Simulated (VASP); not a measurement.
Input of a VASP 6.6.1 run:

The input POSCAR:

```
Ga2O3
1.0
    2.4923023535      1.4389314347      4.4806666158
   -2.4923023535      1.4389314347      4.4806666158
    0.0000000000     -2.8778628693      4.4806666158
Ga O
4 6
Direct
    0.3666848723      0.3551022032      0.3508626521
    0.1558801757      0.1442975066      0.1400579555
    0.6558801757      0.6442975066      0.6400579555
    0.8666848723      0.8551022032      0.8508626521
    0.5536262452      0.9463737548      0.2500000000
    0.2500000000      0.5536262452      0.9463737548
    0.9463737548      0.2500000000      0.5536262452
    0.4463737548      0.0536262452      0.7500000000
    0.7500000000      0.4463737548      0.0536262452
    0.0536262452      0.7500000000      0.4463737548
```

Contents of INCAR.step1:

```
ALGO = Normal
EDIFF = 1E-4
ENCUT = 520
GGA = PE
ISMEAR = 0
LASPH = True
LCHARG = False
LREAL = False
LWAVE = True
NBANDS = 55
NELM = 60
PREC = Accurate
SIGMA = 0.05
```

Contents of INCAR.step2:

```
ALGO = Normal
EDIFF = 1E-6
ENCUT = 520
ISIF = 2
ISMEAR = 0
ISTART = 1
LASPH = True
LCHARG = False
LMIXTAU = True
LREAL = False
LWAVE = False
METAGGA = R2SCAN
NBANDS = 55
NELM = 60
PREC = Accurate
SIGMA = 0.05
```

Contents of KPOINTS:

```
k-points
0
Gamma
  6 6 6
```

Potentials or basis: VASP PAW PBE potentials, release 64 (Ga_d, O).

Run with:

```sh
$ cat potpaw_PBE.64/Ga_d/POTCAR potpaw_PBE.64/O/POTCAR > POTCAR
$ cp INCAR.step1 INCAR
$ mpirun -np 1 vasp_std > vasp.out
$ cp INCAR.step2 INCAR
$ mpirun -np 1 vasp_std > vasp.out
```

Task: Predict the largest force.

Result: 0.600 eV/Å.

Task: What does it give for the band gap on the k mesh?

Result: 3.54 eV, indirect (least direct gap 3.79 eV).

Stress tensor (GPa, compression positive):
```
2.41 0.07 0.17
0.07 2.43 0.25
0.17 0.25 1.78
```

Caveat: the cell differs from its parent crystal (all Ga atoms moved +0.050 Å, as atom 1 along Cartesian [1 1 1]); the PAW data sets were made with another functional, which shifts forces and pressure a little. A k mesh can miss the band edges.
